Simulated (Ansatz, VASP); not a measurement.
**SiO in VASP and in Ansatz**

```
CELL_PARAMETERS angstrom
2.80697 0.00000 0.00000
0.00000 2.80697 0.00000
0.00000 0.00000 2.80697
ATOMIC_POSITIONS crystal
Si 0.00000 0.00000 0.00000
O 0.50000 0.50000 0.50000
```

Alike in both runs: functional RPBE; k mesh 9 × 9 × 9; occupations fermi-dirac, width 0.05 eV; no spin polarisation.

|  | VASP | Ansatz |
| --- | --- | --- |
| version | VASP 6.6.1 | Ansatz 0.2.0 |
| potentials or method | VASP PAW PBE potentials, release 64 (Si, O) | Ansatz PAW |
| plane-wave cutoff (eV) | 520 | 420 |
| valence electrons in the cell | 10 | 10 |
| task | single point | band structure |

Ansatz gave:

- gap on the k mesh at the Fermi level (eV): none
- pressure (GPa): 2.8

What did VASP give for the same quantities?

gap on the k mesh at the Fermi level (eV): none; pressure (GPa): 2.6.

VASP's potentials were made for PBE, not for RPBE. A gap of «none» marks a metal or a gap that the smearing closes.
